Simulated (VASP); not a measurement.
Set up this calculation in VASP 6.6.1, as the native input.

* Task: single point
* Functional: PBE
* Potentials or basis: VASP PAW PBE potentials, release 64 (Si, O)
* Cutoff: 520 eV
* k mesh: 4 × 4 × 4
* Occupations: gaussian, width 0.1 eV
* Spin: no spin polarisation
* Dipole correction: no
* Further INCAR settings: ALGO = Normal; EDIFF = 1e-06; NBANDS = 44

The structure of SiO2 lies in POSCAR:

```
SiO2
1.0
   -2.9335185700      2.9335185700      5.8509260800
    2.9335185700     -2.9335185700      5.8509260800
    2.9335185700      2.9335185700     -5.8509260800
Si O
4 8
Direct
    0.3750000000      0.9863820100      0.1113820100
    0.7363820100      0.1250000000      0.1113820100
    0.0136179900      0.6250000000      0.8886179900
    0.8750000000      0.2636179900      0.8886179900
    0.5978736900      0.0978736900      0.1957473800
    0.1521263100      0.8478736900      0.0000000000
    0.1051568900      0.1051568900      0.0000000000
    0.6448431100      0.1448431100      0.5000000000
    0.8948431100      0.8948431100      0.0000000000
    0.8551568900      0.3551568900      0.5000000000
    0.8478736900      0.1521263100      0.0000000000
    0.9021263100      0.4021263100      0.8042526200
```

The input as run:

INCAR

```
SYSTEM = SiO2
PREC = Accurate
ENCUT = 520
EDIFF = 1E-6
ISMEAR = 0
SIGMA = 0.1
LREAL = .FALSE.
LASPH = .TRUE.
NELM = 100
ALGO = Normal
ISIF = 2
LWAVE = .FALSE.
LCHARG = .FALSE.
GGA = PE
NBANDS = 44
```

KPOINTS

```
Automatic mesh
0
G
  4 4 4
  0 0 0
```

Potentials or basis: VASP PAW PBE potentials, release 64 (Si, O).

The run is started by

```sh
$ cat potpaw_PBE.64/Si/POTCAR potpaw_PBE.64/O/POTCAR > POTCAR
$ mpirun -np 1 vasp_std > vasp.out
```

Results of the run:

```yaml
Pressure: 35.8 GPa
Largest_force: 12.433 eV/Å
Band_gap_on_the_k_mesh: 0.89 eV, indirect (least direct gap 1.36 eV)
```

Caveat: forces of over 1 eV/Å act on the atoms, so gaps and moduli don't describe the material at rest.

Run time: 2.9 min on 1 thread of Intel(R) Xeon(R) Platinum 8259CL CPU @ 2.50GHz (Skylake/Cascade Lake), on a shared host, peak memory 0.4 GiB.
